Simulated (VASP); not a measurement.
# SbAsSe4 (P4/mmm) in VASP: settings compared

The runs below take SbAsSe4 through single point, relaxation of cell and atoms, with PBEsol, r2SCAN+rVV10.

Program: VASP 6.6.1. These are calculated values, not measurements. Logs are shortened: lines on timing, memory, paths and dates and some standing lists are left out, and cuts for length are marked.

## (1) The cell of the first run

The structure is tetragonal, space group P4/mmm (No. 123). Conventional cell: a = 4.633 Å, b = 4.633 Å, c = 8.511 Å, α = 90.00°, β = 90.00°, γ = 90.00°. Within 4.9 Å of Sb (site symmetry 4/mmm) lie 16 Se at 3.48 to 4.85 Å and 4 Sb at 4.63 Å. As (site symmetry 4/mmm) has 6 Se at 2.32 to 3.07 Å within 3.1 Å. Se (site symmetry 4mm) has 1 Se at 2.37 Å and 1 As at 3.07 Å within 3.1 Å. Within 3.1 Å of Se (site symmetry mmm) lie 2 As at 2.32 Å.

## (2) Single point, PBEsol

File INCAR:

```
SYSTEM = SbAsSe4
PREC = Accurate ; ENCUT = 520
EDIFF = 1E-7 ; ISMEAR = -1
SIGMA = 0.03 ; LREAL = .False.
LASPH = .True. ; NELM = 80
ALGO = Normal ; ISIF = 2
LWAVE = .False. ; LCHARG = .False.
GGA = PS ; NBANDS = 26
```

File KPOINTS:

```
Automatic mesh
0
Gamma
  4 4 4
  0 0 0
```

File POSCAR:

```
SbAsSe4
1.0
    4.6326915142      0.0000000000      0.0000000000
    0.0000000000      4.6326915142      0.0000000000
    0.0000000000      0.0000000000      8.5109636958
Sb As Se
1 1 4
Direct
    0.0000000000      0.0000000000      0.0000000000
    0.5000000000      0.5000000000      0.5000000000
    0.5000000000      0.5000000000      0.8605427087
    0.5000000000      0.5000000000      0.1394572913
    0.5000000000      0.0000000000      0.5000000000
    0.0000000000      0.5000000000      0.5000000000
```

Potentials or basis: VASP PAW PBE potentials, release 64 (Sb, As, Se).

Launch:

```console
$ cat potpaw_PBE.64/Sb/POTCAR potpaw_PBE.64/As/POTCAR potpaw_PBE.64/Se/POTCAR > POTCAR
$ mpirun -np 1 vasp_std > vasp.out
```

OUTCAR:

```text
SYSTEM = SbAsSe4
   PREC = Accurate
   ENCUT = 520
   EDIFF = 1E-7
   ISMEAR = -1
   LREAL = .False.
   LASPH = .True.
   NELM = 80
   ISIF = 2
   GGA = PS

 ion  position               nearest neighbor table
   1  0.000  0.000  0.000-
   2  0.500  0.500  0.500-   5 2.32   6 2.32   5 2.32   6 2.32
   3  0.500  0.500  0.861-   4 2.37
   4  0.500  0.500  0.139-   3 2.37
   5  0.500  0.000  0.500-   2 2.32   2 2.32
   6  0.000  0.500  0.500-   2 2.32   2 2.32

  LATTYP: Found a simple tetragonal cell.
 ALAT       =     4.6326915142
 C/A-ratio  =     1.8371531257

  Lattice vectors:

 A1 = (   4.6326915142,   0.0000000000,   0.0000000000)
 A2 = (   0.0000000000,   4.6326915142,   0.0000000000)
 A3 = (   0.0000000000,   0.0000000000,   8.5109636958)

Analysis of symmetry for initial positions (statically):
=====================================================================
 Subroutine PRICEL returns:
 Original cell was already a primitive cell.

 Routine SETGRP: Setting up the symmetry group for a
 simple tetragonal supercell.

 Subroutine GETGRP returns: Found 16 space group operations
 (whereof 16 operations were pure point group operations)
 out of a pool of 16 trial point group operations.

The static configuration has the point symmetry D_4h.

Analysis of symmetry for dynamics (positions and initial velocities):
=====================================================================
 Subroutine PRICEL returns:
 Original cell was already a primitive cell.

 Routine SETGRP: Setting up the symmetry group for a
 simple tetragonal supercell.

 Subroutine GETGRP returns: Found 16 space group operations
 (whereof 16 operations were pure point group operations)
 out of a pool of 16 trial point group operations.

The dynamic configuration has the point symmetry D_4h.

 Subroutine INISYM returns: Found 16 space group operations
 (whereof 16 operations are pure point group operations),
 and found     1 'primitive' translations

----------------------------------------------------------------------------------------

                                     Primitive cell

  volume of cell :     182.6609

  direct lattice vectors                    reciprocal lattice vectors
[... 86 lines left out ...]
   ENCUT  =  520.0 eV  38.22 Ry    6.18 a.u.   8.61  8.61 15.82*2*pi/ulx,y,z
   NELM   =     80;   NELMIN=  2; NELMDL= -5     # of ELM steps
   EDIFF  = 0.1E-06   stopping-criterion for ELM
   LREAL  =      F    real-space projection
   EDIFFG = 0.1E-05   stopping-criterion for IOM
   NSW    =      0    number of steps for IOM
   IBRION =     -1    ionic relax: 0-MD 1-quasi-New 2-CG
   NFREE  =      0    steps in history (QN), initial steepest desc. (CG)
   ISIF   =      2    stress and relaxation
   ISYM   =      2    0-nonsym 1-usesym 2-fastsym
   POTIM  = 0.5000    time-step for ionic-motion
   TEBEG  =    0.0;   TEEND  =   0.0 temperature during run
   PSTRESS=    0.0 pullay stress
   NELECT =      34.0000    total number of electrons
   NUPDOWN=      -1.0000    fix difference up-down
   EMIN   =  10.00;   EMAX   =-10.00  energy-range for DOS
   EFERMI =   0.00;   METHOD = LEGACY
   ISMEAR =    -1;   SIGMA  =   0.03  broadening in eV -4-tet -1-fermi 0-gaus
   EFERMI_NEDOS =   21; number of points for ismear=-14 and -15
   IALGO  =     38    algorithm
   IMIX   =      4    mixing-type and parameters
     AMIX     =   0.40;   BMIX     =  1.00
     AMIX_MAG =   1.60;   BMIX_MAG =  1.00
  volume/ion in A,a.u.               =      30.44       205.44
  Fermi-wavevector in a.u.,A,eV,Ry     =   0.934730  1.766383 11.887673  0.873719
  Thomas-Fermi vector in A             =   2.061564
   LORBIT       =      0    0 simple, 1 ext, 2 COOP (PROOUT), +10 PAW based schemes
   GGA     = PS    functional components
   LHFCALC =     F    Hartree Fock is set to
   AEXX    =    0.0000 exact exchange contribution
   IVDW    =     0    specifies the selected vdW correction
   LEPSILON=     F    determine dielectric tensor
   LRPA    =     F    only Hartree local field effects (RPA)
 non-spin polarized calculation
  energy-cutoff  :      520.00
  volume of cell :      182.66
 maximum number of plane-waves:      4976
 NGX is ok and might be reduce to    36
   NGX = 17   NGY = 17   NGZ = 31

 number of electron      34.0000002 magnetization

 Free energy of the ion-electron system (eV)
  ---------------------------------------------------
  ext. energy  EPLUGINS =         0.00000000
  ---------------------------------------------------
  free energy    TOTEN  =       -20.74942956 eV

  energy without entropy =      -20.73519426  energy(sigma->0) =      -20.74231191

 E-fermi :   2.4982     XC(G=0):  -8.7080

 val. band max:        2.4408169627   @ k =   0.5000   0.2500   0.2500
 cond. band min:       2.5008148961   @ k =   0.5000   0.0000   0.5000
 fundamental gap:      0.0599979334
 Fermi energy:         2.4982316081

 k-point     1 :       0.0000    0.0000    0.0000
  band No.  band energies     occupation
      1     -13.6210      2.00000
      2     -11.5432      2.00000
      3      -9.6225      2.00000
      4      -8.7827      2.00000
      5      -5.9229      2.00000
      6      -4.9928      2.00000
[... 511 lines left out ...]
     25       7.4051      0.00000
     26      10.4377      0.00000

------------------------ aborting loop because EDIFF is reached ----------------------------------------

  FORCE on cell =-STRESS in cart. coord.  units (eV):
  Direction    XX          YY          ZZ          XY          YZ          ZX
  --------------------------------------------------------------------------------------
  -------------------------------------------------------------------------------------
  Total        0.2726935      0.2726935      0.0633215      0.0000000     -0.0000000     -0.0000000
  in kB        2.3918824      2.3918824      0.5554137      0.0000000     -0.0000000     -0.0000000
  external PRESSURE =       1.7797261 kB  Pullay stress =       0.0000000 kB

 VOLUME and BASIS-vectors are now :
 -----------------------------------------------------------------------------
  energy-cutoff  :      520.00
  volume of cell :      182.66
      direct lattice vectors                 reciprocal lattice vectors
     4.632691514  0.000000000  0.000000000     0.215857239  0.000000000  0.000000000
     0.000000000  4.632691514  0.000000000     0.000000000  0.215857239  0.000000000
     0.000000000  0.000000000  8.510963696     0.000000000  0.000000000  0.117495508

 POSITION                                       TOTAL-FORCE (eV/Angst)
 -----------------------------------------------------------------------------------
      0.00000      0.00000      0.00000         0.000000     -0.000000      0.000000
      2.31635      2.31635      4.25548         0.000000     -0.000000      0.000000
      2.31635      2.31635      7.32405        -0.000000      0.000000     -0.022413
      2.31635      2.31635      1.18692         0.000000      0.000000      0.022413
      2.31635      0.00000      4.25548         0.000000     -0.000000      0.000000
      0.00000      2.31635      4.25548         0.000000     -0.000000      0.000000
 -----------------------------------------------------------------------------------
    total drift:                                0.000000      0.000000      0.000000

  FREE ENERGIE OF THE ION-ELECTRON SYSTEM (eV)
  ---------------------------------------------------
  free  energy   TOTEN  =       -20.7494295599 eV

  energy  without entropy=      -20.7351942603  energy(sigma->0) =      -20.74231191
```

It took 42 s on 1 thread of Intel Xeon 6975P-C (Granite Rapids), shared host; peak memory 0.3 GiB.

Results:

* Free energy: -20.7494 eV
* Pressure: 0.2 GPa
* Largest force: 0.022 eV/Å
* Band gap on the k mesh: zero (bands 17 and 18 overlap by 0.63 eV)

Forces on the atoms (eV/Å):
```
Sb   0.000  0.000  0.000
As   0.000  0.000  0.000
Se   0.000  0.000 -0.022
Se   0.000  0.000  0.022
Se   0.000  0.000  0.000
Se   0.000  0.000  0.000
```

Levels at points of the mesh, in eV from the Fermi level:
```csv
k point,band 13,band 14,band 15,band 16,band 17,band 18,band 19,band 20,band 21,band 22
"(0.00, 0.00, 0.00)",-0.92,-0.64,-0.64,-0.53,-0.43,-0.43,1.41,1.73,1.73,4.03
"(0.50, 0.00, 0.00)",-2.05,-2.04,-1.11,-0.76,-0.30,0.02,0.38,0.57,1.43,1.64
"(0.50, 0.50, 0.00)",-2.50,-1.47,-0.34,-0.34,-0.33,0.91,0.91,1.22,2.04,2.04
"(0.00, 0.00, 0.50)",-0.93,-0.64,-0.64,-0.35,-0.30,-0.30,1.70,1.70,1.70,1.88
"(0.50, 0.00, 0.50)",-2.04,-1.84,-1.49,-0.67,-0.19,0.00,0.39,1.21,1.24,1.84
"(0.50, 0.50, 0.50)",-1.47,-1.06,-1.06,-0.52,-0.21,0.95,0.95,1.22,1.52,2.10
```

Caveat: the PAW data sets were made with another functional, which shifts forces and pressure a little; spin-orbit coupling is left out, which moves the levels of the heavy elements.

## (3) Relaxation of cell and atoms, PBEsol

This run uses another cell than the first one, of 29.09 Å³/atom.

File INCAR:

```
PREC = Accurate
ENCUT = 600
EDIFF = 1E-7
ISMEAR = -1
SIGMA = 0.03
LREAL = F
LASPH = T
NELM = 60
ALGO = Normal
ISIF = 3
LWAVE = F
LCHARG = F
GGA = PS
IBRION = 2
NSW = 100
EDIFFG = -0.01
```

File KPOINTS:

```
regular mesh
0
Gamma
  4 4 4
```

File POSCAR:

```
SbAsSe4
1.0
    4.6638119800      0.0000000000      0.0000000000
    0.0000000000      4.6638119800      0.0000000000
    0.0000000000      0.0000000000      8.0231969000
Sb As Se
1 1 4
Direct
    0.0000000000      0.0000000000      0.0000000000
    0.5000000000      0.5000000000      0.5000000000
    0.5000000000      0.5000000000      0.7816317300
    0.5000000000      0.5000000000      0.2183682700
    0.5000000000      0.0000000000      0.5000000000
    0.0000000000      0.5000000000      0.5000000000
```

Potentials or basis: VASP PAW PBE potentials, release 64 (Sb, As, Se).

Launch:

```console
$ cat potpaw_PBE.64/Sb/POTCAR potpaw_PBE.64/As/POTCAR potpaw_PBE.64/Se/POTCAR > POTCAR
$ mpirun -np 1 vasp_std > vasp.out
```

Run time: 11 min. Hardware: 1 thread of Intel Xeon 6975P-C (Granite Rapids), shared host; peak memory 0.38 GiB.

It converged, with:

```
Free energy                           : -20.7500 eV
Relaxed volume                        : 30.51 Å³/atom
Relaxed cell                          : a = 4.639 Å, b = 4.639 Å, c = 8.508 Å, α = 90.00°, β = 90.00°, γ = 90.00°
Space group after relaxing (to 0.1 Å) : P4/mmm (No. 123)
Energy gained by relaxing             : 293.9 meV/atom
Ionic steps                           : 19
Pressure after relaxing               : 0.0 GPa
Band gap on the k mesh                : zero (bands 17 and 18 overlap by 0.64 eV)
```

The path:
| step | energy change (eV) | largest force (eV/Å) | pressure (GPa) | volume (Å³) |
| --- | --- | --- | --- | --- |
| 1 | 0.0000 | 3.6833 | 5.35 | 174.51 |
| 2 | -0.6890 | 0.6822 | -3.61 | 200.10 |
| 3 | -0.7539 | 1.0743 | -2.14 | 193.15 |
| 4 | -1.0114 | 1.0747 | -1.44 | 185.60 |
| 5 | -1.4523 | 1.0285 | 3.26 | 164.06 |
| 6 | -1.5782 | 0.4657 | 2.97 | 164.65 |
| 7 | -1.5948 | 0.0054 | 2.98 | 164.91 |
| 8 | -1.6610 | 0.1176 | 1.44 | 169.49 |
| 9 | -1.6865 | 0.2768 | -0.37 | 175.89 |
| 10 | -1.6871 | 0.2572 | -0.17 | 175.08 |
| 11 | -1.6950 | 0.2658 | -0.14 | 175.26 |
| 12 | -1.7159 | 0.2898 | 0.01 | 175.75 |
| 13 | -1.7388 | 0.3066 | 0.52 | 176.66 |
| 14 | -1.7492 | 0.2178 | 0.36 | 178.05 |
| 15 | -1.7589 | 0.0157 | 0.12 | 180.43 |
| 16 | -1.7595 | 0.1030 | 0.05 | 181.23 |
| 17 | -1.7622 | 0.0695 | -0.07 | 182.59 |
| 18 | -1.7628 | 0.0398 | -0.16 | 183.80 |
| 19 | -1.7634 | 0.0001 | 0.03 | 183.07 |

Final structure:
```
Sb As Se
1.0
     4.63864    0.00000    0.00000
     0.00000    4.63864    0.00000
     0.00000    0.00000    8.50810
Sb As Se
1 1 4
Direct
  0.00000 0.00000 0.00000
  0.50000 0.50000 0.50000
  0.50000 0.50000 0.86036
  0.50000 0.50000 0.13964
  0.50000 0.00000 0.50000
  0.00000 0.50000 0.50000
```

Levels at points of the mesh, in eV from the Fermi level:
| k point | band 15 | band 16 | band 17 | band 18 | band 19 | band 20 |
| --- | --- | --- | --- | --- | --- | --- |
| (0.00, 0.00, 0.00) | -0.63 | -0.53 | -0.43 | -0.43 | 1.40 | 1.72 |
| (0.50, 0.00, 0.00) | -1.09 | -0.75 | -0.30 | 0.02 | 0.37 | 0.55 |
| (0.50, 0.50, 0.00) | -0.33 | -0.33 | -0.32 | 0.89 | 0.89 | 1.21 |
| (0.00, 0.00, 0.50) | -0.64 | -0.35 | -0.30 | -0.30 | 1.68 | 1.68 |
| (0.50, 0.00, 0.50) | -1.48 | -0.67 | -0.19 | 0.00 | 0.38 | 1.21 |
| (0.50, 0.50, 0.50) | -1.05 | -0.50 | -0.21 | 0.94 | 0.94 | 1.21 |

Caveat: the PAW data sets were made with another functional, which shifts forces and pressure a little; spin-orbit coupling is left out, which moves the levels of the heavy elements.

[end of part 1 of 2]

The gap in the log of VASP goes by the Fermi energy; the results here count the filled bands.